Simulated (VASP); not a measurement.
## SnO2: relaxation of cell and atoms with PBE

Crystal: SnO2.

```
Sn O
1.0
     3.23058    0.00000    0.00000
    -1.61529    2.79776    0.00000
     0.00000    0.00000   10.79056
Sn O
2 4
Direct
  0.00000 0.00000 0.00000
  0.00000 0.00000 0.50000
  0.33333 0.66667 0.90586
  0.33333 0.66667 0.59414
  0.66667 0.33333 0.09414
  0.66667 0.33333 0.40586
```

* Program: VASP 6.6.1
* Task: relaxation of cell and atoms
* Functional: PBE
* Potentials or basis: VASP PAW PBE potentials, release 64 (Sn_d, O)
* Cutoff: 600 eV
* k mesh: 7 × 7 × 3
* Occupations: fermi-dirac, width 0.05 eV
* Spin: no spin polarisation
* Dipole correction: no
* Further INCAR settings: ALGO = Normal; EDIFF = 1e-07; IBRION = 2; EDIFFG = -0.01; NSW = 60; ISIF = 3

```
Relaxed volume                        : 17.35 Å³/atom
Relaxed cell                          : a = 3.230 Å, b = 3.230 Å, c = 11.517 Å, α = 90.00°, β = 90.00°, γ = 120.00°
Space group after relaxing (to 0.1 Å) : P6_3/mmc (No. 194)
Energy gained by relaxing             : 1.7 meV/atom
Ionic steps                           : 13
Pressure after relaxing               : 0.0 GPa
Band gap on the k mesh                : 2.28 eV (least direct gap 2.70 eV)
```

Step by step:
```tsv
step	energy change (eV)	largest force (eV/Å)	pressure (GPa)	volume (Å³)
1	0.0000	0.0472	-0.02	97.53
2	-0.0006	0.0188	0.29	97.50
3	-0.0007	0.0017	0.47	97.48
4	-0.0010	0.0027	0.47	97.57
5	-0.0018	0.0057	0.42	97.82
6	-0.0033	0.0117	0.34	98.33
7	-0.0057	0.0223	0.18	99.35
8	-0.0085	0.0412	-0.09	101.40
9	-0.0093	0.0661	-0.47	105.51
10	-0.0097	0.0514	-0.29	103.70
11	-0.0098	0.0280	0.39	104.12
12	-0.0101	0.0093	0.06	103.92
13	-0.0102	0.0013	0.02	104.08
```

Final structure:
```
Sn O
1.0
     3.23033    0.00000    0.00000
    -1.61517    2.79755    0.00000
     0.00000    0.00000   11.51716
Sn O
2 4
Direct
  0.00000 0.00000 0.00000
  0.00000 0.00000 0.50000
  0.33333 0.66667 0.91196
  0.33333 0.66667 0.58804
  0.66667 0.33333 0.08804
  0.66667 0.33333 0.41196
```

Levels at points of the mesh, in eV from the valence-band top:
| k point | band 22 | band 23 | band 24 | band 25 | band 26 | band 27 | band 28 | band 29 | band 30 | band 31 |
| --- | --- | --- | --- | --- | --- | --- | --- | --- | --- | --- |
| (0.00, 0.00, 0.00) | -0.79 | -0.79 | -0.78 | -0.78 | -0.42 | 2.28 | 2.78 | 5.56 | 5.82 | 9.54 |

Run time: 9.3 min on 1 thread of Intel(R) Xeon(R) Platinum 8488C (Sapphire Rapids), on a shared host, peak memory 0.28 GiB.

Caveat: spin-orbit coupling is left out, which moves the levels of the heavy elements; an odd mesh through Γ misses points on the zone boundary, where band edges can lie.
